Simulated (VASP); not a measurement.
# SrTiO3 (Pm-3m) in VASP: notebook

The runs below take SrTiO3 through single point, with PBEsol.

Program: VASP 6.6.1. These are calculated values, not measurements. Logs are shortened: lines on timing, memory, paths and dates and some standing lists are left out, and cuts for length are marked.

**1. The cell of the first run**

It takes space group Pm-3m (No. 221, cubic). Conventional cell: a = 3.891 Å, b = 3.891 Å, c = 3.891 Å, α = 90.00°, β = 90.00°, γ = 90.00°. Sr (site symmetry m-3m) has 12 O at 2.75 Å and 8 Ti at 3.37 Å within 3.6 Å. Within 2.6 Å of Ti (site symmetry m-3m) lie 6 O at 1.95 Å. O (site symmetry 4/mmm) has 2 Ti at 1.95 Å within 2.6 Å.

**2. Single point, PBEsol**

File INCAR:

```
PREC = Accurate
ENCUT = 520
EDIFF = 1E-6
ISMEAR = 0
SIGMA = 0.01
LREAL = False
LASPH = True
NELM = 60
ALGO = Normal
ISIF = 2
LWAVE = False
LCHARG = False
GGA = PS
NBANDS = 28
```

File KPOINTS:

```
regular mesh
0
Gamma
  6 6 6
```

File POSCAR:

```
SrTiO3
1.0
    3.8911207738      0.0000000000      0.0000000000
    0.0000000000      3.8911207738      0.0000000000
    0.0000000000      0.0000000000      3.8911207738
Sr Ti O
1 1 3
Direct
    0.5000000000      0.5000000000      0.5000000000
    0.0000000000      0.0000000000      0.0000000000
    0.5000000000      0.0000000000      0.0000000000
    0.0000000000      0.5000000000      0.0000000000
    0.0000000000      0.0000000000      0.5000000000
```

Potentials or basis: VASP PAW PBE potentials, release 64 (Sr_sv, Ti_sv, O).

Launch:

```bash
cat potpaw_PBE.64/Sr_sv/POTCAR potpaw_PBE.64/Ti_sv/POTCAR potpaw_PBE.64/O/POTCAR > POTCAR
mpirun -np 1 vasp_std > vasp.out
```

OUTCAR:

```text
PREC = Accurate
   ENCUT = 520
   EDIFF = 1E-6
   ISMEAR = 0
   LREAL = False
   LASPH = True
   NELM = 60
   ISIF = 2
   GGA = PS

 ion  position               nearest neighbor table
   1  0.500  0.500  0.500-   3 2.75   4 2.75   5 2.75   3 2.75   4 2.75   3 2.75   5 2.75   3 2.75
                             4 2.75   5 2.75   4 2.75   5 2.75   2 3.37   2 3.37   2 3.37   2 3.37
   2  0.000  0.000  0.000-   3 1.95   4 1.95   5 1.95   5 1.95   4 1.95   3 1.95   1 3.37   1 3.37
                             1 3.37   1 3.37   1 3.37   1 3.37   1 3.37   1 3.37
   3  0.500  0.000  0.000-   2 1.95   2 1.95   1 2.75   1 2.75   1 2.75   1 2.75
   4  0.000  0.500  0.000-   2 1.95   2 1.95   1 2.75   1 2.75   1 2.75   1 2.75
   5  0.000  0.000  0.500-   2 1.95   2 1.95   1 2.75   1 2.75   1 2.75   1 2.75

  LATTYP: Found a simple cubic cell.
 ALAT       =     3.8911207738

  Lattice vectors:

 A1 = (   3.8911207738,   0.0000000000,   0.0000000000)
 A2 = (   0.0000000000,   3.8911207738,   0.0000000000)
 A3 = (   0.0000000000,   0.0000000000,   3.8911207738)

Analysis of symmetry for initial positions (statically):
=====================================================================
 Subroutine PRICEL returns:
 Original cell was already a primitive cell.

 Routine SETGRP: Setting up the symmetry group for a
 simple cubic supercell.

 Subroutine GETGRP returns: Found 48 space group operations
 (whereof 48 operations were pure point group operations)
 out of a pool of 48 trial point group operations.

The static configuration has the point symmetry O_h .

Analysis of symmetry for dynamics (positions and initial velocities):
=====================================================================
 Subroutine PRICEL returns:
 Original cell was already a primitive cell.

 Routine SETGRP: Setting up the symmetry group for a
 simple cubic supercell.

 Subroutine GETGRP returns: Found 48 space group operations
 (whereof 48 operations were pure point group operations)
 out of a pool of 48 trial point group operations.

The dynamic configuration has the point symmetry O_h .

 Subroutine INISYM returns: Found 48 space group operations
 (whereof 48 operations are pure point group operations),
 and found     1 'primitive' translations

----------------------------------------------------------------------------------------

                                     Primitive cell

  volume of cell :      58.9148

  direct lattice vectors                    reciprocal lattice vectors
     3.891120774  0.000000000  0.000000000     0.256995364  0.000000000  0.000000000
     0.000000000  3.891120774  0.000000000     0.000000000  0.256995364  0.000000000
     0.000000000  0.000000000  3.891120774     0.000000000  0.000000000  0.256995364

  length of vectors
     3.891120774  3.891120774  3.891120774     0.256995364  0.256995364  0.256995364

  position of ions in fractional coordinates (direct lattice)
     0.500000000  0.500000000  0.500000000
     0.000000000  0.000000000  0.000000000
     0.500000000  0.000000000  0.000000000
     0.000000000  0.500000000  0.000000000
     0.000000000  0.000000000  0.500000000

  ion indices of the primitive-cell ions
   primitive index   ion index
                 1           1
                 2           2
                 3           3
                 4           4
                 5           5

----------------------------------------------------------------------------------------

 KPOINTS: regular mesh

Automatic generation of k-mesh.
 Grid dimensions read from file:
 generate k-points for:    6    6    6

 Generating k-lattice:

  Cartesian coordinates                     Fractional coordinates (reciprocal lattice)
     0.042832561  0.000000000  0.000000000     0.166666667  0.000000000  0.000000000
     0.000000000  0.042832561  0.000000000     0.000000000  0.166666667  0.000000000
     0.000000000  0.000000000  0.042832561     0.000000000  0.000000000  0.166666667

  Length of vectors
     0.042832561  0.042832561  0.042832561

  Shift w.r.t. Gamma in fractional coordinates (k-lattice)
     0.000000000  0.000000000  0.000000000

 Subroutine IBZKPT returns following result:
 ===========================================

 Found     20 irreducible k-points:

 Following reciprocal coordinates:
            Coordinates               Weight
  0.000000  0.000000  0.000000      1.000000
  0.166667  0.000000  0.000000      6.000000
  0.333333  0.000000  0.000000      6.000000
  0.500000  0.000000  0.000000      3.000000
  0.166667  0.166667  0.000000     12.000000
  0.333333  0.166667  0.000000     24.000000
[... 12 lines left out ...]
  0.500000  0.500000  0.333333      6.000000
  0.500000  0.500000  0.500000      1.000000
   k-points           NKPTS =     20   k-points in BZ     NKDIM =     20   number of bands    NBANDS=     28
   number of dos      NEDOS =    301   number of ions     NIONS =      5
   total plane-waves  NPLWV =  27000
   dimension x,y,z NGX =    30 NGY =   30 NGZ =   30
   dimension x,y,z NGXF=    60 NGYF=   60 NGZF=   60
   ions per type =               1   1   3
   NGX,Y,Z   is equivalent  to a cutoff of  12.82, 12.82, 12.82 a.u.
   NGXF,Y,Z  is equivalent  to a cutoff of  25.63, 25.63, 25.63 a.u.
 SYSTEM =  unknown system
   PREC   = accura    normal or accurate (medium, high low for compatibility)
   ISTART =      0    job   : 0-new  1-cont  2-samecut
   ICHARG =      2    charge: 1-file 2-atom 10-const
   ISPIN  =      1    spin polarized calculation?
   LNONCOLLINEAR =      F non collinear calculations
   LSORBIT =      F    spin-orbit coupling
   LASPH  =      T    aspherical Exc in radial PAW
   ENCUT  =  520.0 eV  38.22 Ry    6.18 a.u.   7.23  7.23  7.23*2*pi/ulx,y,z
   NELM   =     60;   NELMIN=  2; NELMDL= -5     # of ELM steps
   EDIFF  = 0.1E-05   stopping-criterion for ELM
   LREAL  =      F    real-space projection
   EDIFFG = 0.1E-04   stopping-criterion for IOM
   NSW    =      0    number of steps for IOM
   IBRION =     -1    ionic relax: 0-MD 1-quasi-New 2-CG
   NFREE  =      0    steps in history (QN), initial steepest desc. (CG)
   ISIF   =      2    stress and relaxation
   ISYM   =      2    0-nonsym 1-usesym 2-fastsym
   POTIM  = 0.5000    time-step for ionic-motion
   TEBEG  =    0.0;   TEEND  =   0.0 temperature during run
   PSTRESS=    0.0 pullay stress
   NELECT =      40.0000    total number of electrons
   NUPDOWN=      -1.0000    fix difference up-down
   EMIN   =  10.00;   EMAX   =-10.00  energy-range for DOS
   EFERMI =   0.00;   METHOD = LEGACY
   ISMEAR =     0;   SIGMA  =   0.01  broadening in eV -4-tet -1-fermi 0-gaus
   EFERMI_NEDOS =   21; number of points for ismear=-14 and -15
   IALGO  =     38    algorithm
   IMIX   =      4    mixing-type and parameters
     AMIX     =   0.40;   BMIX     =  1.00
     AMIX_MAG =   1.60;   BMIX_MAG =  1.00
  volume/ion in A,a.u.               =      11.78        79.52
  Fermi-wavevector in a.u.,A,eV,Ry     =   1.438865  2.719061 28.168593  2.070333
  Thomas-Fermi vector in A             =   2.557785
   LORBIT       =      0    0 simple, 1 ext, 2 COOP (PROOUT), +10 PAW based schemes
   GGA     = PS    functional components
   LHFCALC =     F    Hartree Fock is set to
   AEXX    =    0.0000 exact exchange contribution
   IVDW    =     0    specifies the selected vdW correction
   LEPSILON=     F    determine dielectric tensor
   LRPA    =     F    only Hartree local field effects (RPA)
 non-spin polarized calculation
 Gauss-broadening in eV      SIGMA  =   0.01
  energy-cutoff  :      520.00
  volume of cell :       58.91
 maximum number of plane-waves:      1622
 NGX is ok and might be reduce to    30
   NGX = 15   NGY = 15   NGZ = 15

 number of electron      40.0000013 magnetization

 Free energy of the ion-electron system (eV)
  ---------------------------------------------------
  ext. energy  EPLUGINS =         0.00000000
  ---------------------------------------------------
  free energy    TOTEN  =       -42.01499040 eV

  energy without entropy =      -42.01499040  energy(sigma->0) =      -42.01499040

 E-fermi :   4.2919     XC(G=0): -11.5968

 val. band max:        4.1141211944   @ k =   0.5000   0.5000   0.5000
 cond. band min:       5.9324103462   @ k =   0.0000   0.0000   0.0000
 fundamental gap:      1.8182891518
 Fermi energy:         4.2918615904

 k-point     1 :       0.0000    0.0000    0.0000
  band No.  band energies     occupation
      1     -52.0445      2.00000
      2     -28.4996      2.00000
      3     -28.4137      2.00000
      4     -28.4137      2.00000
      5     -28.4137      2.00000
      6     -13.2849      2.00000
[... 20 lines left out ...]
     27       9.4021      0.00000
     28      10.2272      0.00000

 k-point     2 :       0.1667    0.0000    0.0000
  band No.  band energies     occupation
      1     -52.0441      2.00000
      2     -28.5315      2.00000
      3     -28.4129      2.00000
      4     -28.4129      2.00000
      5     -28.3945      2.00000
      6     -13.3049      2.00000
[... 20 lines left out ...]
     27       9.8911      0.00000
     28      10.8904      0.00000

 k-point     3 :       0.3333    0.0000    0.0000
  band No.  band energies     occupation
      1     -52.0432      2.00000
      2     -28.5819      2.00000
      3     -28.4113      2.00000
      4     -28.4113      2.00000
      5     -28.3692      2.00000
      6     -13.4360      2.00000
[... 20 lines left out ...]
     27      10.9080      0.00000
     28      12.2146      0.00000

 k-point     4 :       0.5000    0.0000    0.0000
  band No.  band energies     occupation
      1     -52.0428      2.00000
      2     -28.6044      2.00000
      3     -28.4105      2.00000
      4     -28.4105      2.00000
      5     -28.3590      2.00000
      6     -13.5220      2.00000
[... 454 lines left out ...]
     27      12.0103      0.00000
     28      12.3767      0.00000

 k-point    19 :       0.5000    0.5000    0.3333
  band No.  band energies     occupation
      1     -52.0399      2.00000
      2     -28.4852      2.00000
      3     -28.4852      2.00000
      4     -28.4651      2.00000
      5     -28.4379      2.00000
      6     -12.0827      2.00000
[... 20 lines left out ...]
     27      12.0923      0.00000
     28      12.6629      0.00000

 k-point    20 :       0.5000    0.5000    0.5000
  band No.  band energies     occupation
      1     -52.0394      2.00000
      2     -28.4841      2.00000
      3     -28.4841      2.00000
      4     -28.4841      2.00000
      5     -28.4328      2.00000
      6     -11.8855      2.00000
[... 20 lines left out ...]
     27      12.6632      0.00000
     28      12.6632      0.00000

------------------------ aborting loop because EDIFF is reached ----------------------------------------

  FORCE on cell =-STRESS in cart. coord.  units (eV):
  Direction    XX          YY          ZZ          XY          YZ          ZX
  --------------------------------------------------------------------------------------
  -------------------------------------------------------------------------------------
  Total        0.2499411      0.2499411      0.2499411      0.0000000      0.0000000     -0.0000000
  in kB        6.7971064      6.7971064      6.7971064      0.0000000      0.0000000     -0.0000000
  external PRESSURE =       6.7971064 kB  Pullay stress =       0.0000000 kB

 VOLUME and BASIS-vectors are now :
 -----------------------------------------------------------------------------
  energy-cutoff  :      520.00
  volume of cell :       58.91
      direct lattice vectors                 reciprocal lattice vectors
     3.891120774  0.000000000  0.000000000     0.256995364  0.000000000  0.000000000
     0.000000000  3.891120774  0.000000000     0.000000000  0.256995364  0.000000000
     0.000000000  0.000000000  3.891120774     0.000000000  0.000000000  0.256995364

 POSITION                                       TOTAL-FORCE (eV/Angst)
 -----------------------------------------------------------------------------------
      1.94556      1.94556      1.94556         0.000000      0.000000      0.000000
      0.00000      0.00000      0.00000         0.000000      0.000000      0.000000
      1.94556      0.00000      0.00000         0.000000      0.000000      0.000000
      0.00000      1.94556      0.00000         0.000000      0.000000      0.000000
      0.00000      0.00000      1.94556         0.000000      0.000000      0.000000
 -----------------------------------------------------------------------------------
    total drift:                                0.000000     -0.000000      0.000000

  FREE ENERGIE OF THE ION-ELECTRON SYSTEM (eV)
  ---------------------------------------------------
  free  energy   TOTEN  =       -42.0149903950 eV

  energy  without entropy=      -42.0149903950  energy(sigma->0) =      -42.01499040
```

It took 42 s on 1 thread of Intel Xeon Platinum 8259CL at 2.50GHz (Skylake/Cascade Lake), shared host; peak memory 0.18 GiB.

Results:

```yaml
Free_energy: -42.0150 eV
Pressure: 0.7 GPa
Band_gap_on_the_k_mesh: 1.82 eV (least direct gap 2.17 eV)
```

Caveat: the PAW data sets were made with another functional, which shifts forces and pressure a little.

**3. Single point, PBEsol**

File INCAR:

```
SYSTEM = SrTiO3
PREC = Accurate ; ENCUT = 520
EDIFF = 1E-7 ; ISMEAR = -1
SIGMA = 0.1 ; LREAL = .FALSE.
LASPH = .TRUE. ; NELM = 100
ALGO = Normal ; ISIF = 2
LWAVE = .FALSE. ; LCHARG = .FALSE.
GGA = PS ; NBANDS = 28
```

File KPOINTS:

```
Automatic mesh
0
G
  8 8 8
  0 0 0
```

POSCAR is that of step 2.

Potentials or basis: VASP PAW PBE potentials, release 64 (Sr_sv, Ti_sv, O).

Launch:

```bash
cat potpaw_PBE.64/Sr_sv/POTCAR potpaw_PBE.64/Ti_sv/POTCAR potpaw_PBE.64/O/POTCAR > POTCAR
mpirun -np 1 vasp_std > vasp.out
```

Wall time 73 s (1 thread of Intel Xeon Platinum 8259CL at 2.50GHz (Skylake/Cascade Lake), shared host); peak memory 0.2 GiB.

Results (log left out):

```
Free energy            : -42.0158 eV
Pressure               : 0.7 GPa
Band gap on the k mesh : 1.82 eV (least direct gap 2.17 eV)
```

Levels at points of the mesh, in eV from the valence-band top:
```tsv
k point	band 17	band 18	band 19	band 20	band 21	band 22	band 23	band 24
(0.00, 0.00, 0.00)	-1.21	-0.35	-0.35	-0.35	1.82	1.82	1.82	4.41
(0.50, 0.00, 0.00)	-2.42	-2.07	-0.74	-0.74	2.00	3.83	3.83	4.43
(0.50, 0.50, 0.00)	-1.74	-1.60	-1.60	-0.10	3.84	3.84	4.30	5.41
(0.50, 0.50, 0.50)	-3.81	0.00	0.00	0.00	4.54	4.54	4.54	6.90
```

Caveat: the PAW data sets were made with another functional, which shifts forces and pressure a little. A k mesh can miss the band edges.
